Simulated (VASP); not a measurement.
The system is Be2S3.

```
Be S
1.0
     2.93509    1.69458    5.34231
    -2.93509    1.69458    5.34231
     0.00000   -3.38915    5.34231
Be S
4 6
Direct
  0.85218 0.85218 0.85218
  0.64782 0.64782 0.64782
  0.14782 0.14782 0.14782
  0.35218 0.35218 0.35218
  0.05625 0.44375 0.75000
  0.75000 0.05625 0.44375
  0.44375 0.75000 0.05625
  0.94375 0.55625 0.25000
  0.25000 0.94375 0.55625
  0.55625 0.25000 0.94375
```

```yaml
Program: VASP 6.6.1
Task: relaxation of cell and atoms
Functional: PBE
Potentials_or_basis: VASP PAW PBE potentials, release 64 (Be, S)
Cutoff: 600 eV
k_mesh: 6 × 6 × 6
Occupations: gaussian, width 0.1 eV
Spin: no spin polarisation
```

At the start: pressure -8.4 GPa; volume 15.94 Å³/atom.

**Question.** How do energy, volume and symmetry change on relaxing?

**Answer.** Over 19 steps the energy falls by 86.7 meV/atom and the volume is 14.08 Å³/atom (-11.7 %); space group R-3c (No. 167, to 0.1 Å) before and after.

Step by step:
```csv
step,energy change (eV),largest force (eV/Å),pressure (GPa),volume (Å³)
1,0.0000,0.3787,-8.36,159.43
2,-0.5721,0.3907,0.18,140.99
3,-0.5724,0.3900,0.43,140.60
4,-0.6162,0.2899,0.42,140.58
5,-0.6691,0.0515,0.78,140.52
6,-0.7027,0.0450,-0.61,142.72
7,-0.7271,0.1073,-2.29,145.54
8,-0.6746,0.2147,-5.28,151.04
9,-0.7298,0.1251,-2.68,146.24
10,-0.7438,0.1297,-2.75,146.29
11,-0.7805,0.1344,-2.95,146.43
12,-0.7925,0.1230,-3.29,146.55
13,-0.8001,0.1303,-3.15,146.52
14,-0.8275,0.1003,-2.35,145.03
15,-0.8598,0.1008,-0.32,141.55
16,-0.8606,0.1067,0.07,140.92
17,-0.8619,0.0959,0.06,140.91
18,-0.8650,0.0635,0.02,140.86
19,-0.8666,0.0119,-0.06,140.77
```

Final structure:
```yaml
crystal:
  lattice:
    - [2.94655, 1.70119, 4.68038]
    - [-2.94655, 1.70119, 4.68038]
    - [0.00000, -3.40238, 4.68038]
  atoms:
    - { symbol: Be, position: [0.85654, 0.85654, 0.85654] }
    - { symbol: Be, position: [0.64346, 0.64346, 0.64346] }
    - { symbol: Be, position: [0.14346, 0.14346, 0.14346] }
    - { symbol: Be, position: [0.35654, 0.35654, 0.35654] }
    - { symbol: S, position: [0.08146, 0.41854, 0.75000] }
    - { symbol: S, position: [0.75000, 0.08146, 0.41854] }
    - { symbol: S, position: [0.41854, 0.75000, 0.08146] }
    - { symbol: S, position: [0.91854, 0.58146, 0.25000] }
    - { symbol: S, position: [0.25000, 0.91854, 0.58146] }
    - { symbol: S, position: [0.58146, 0.25000, 0.91854] }
```
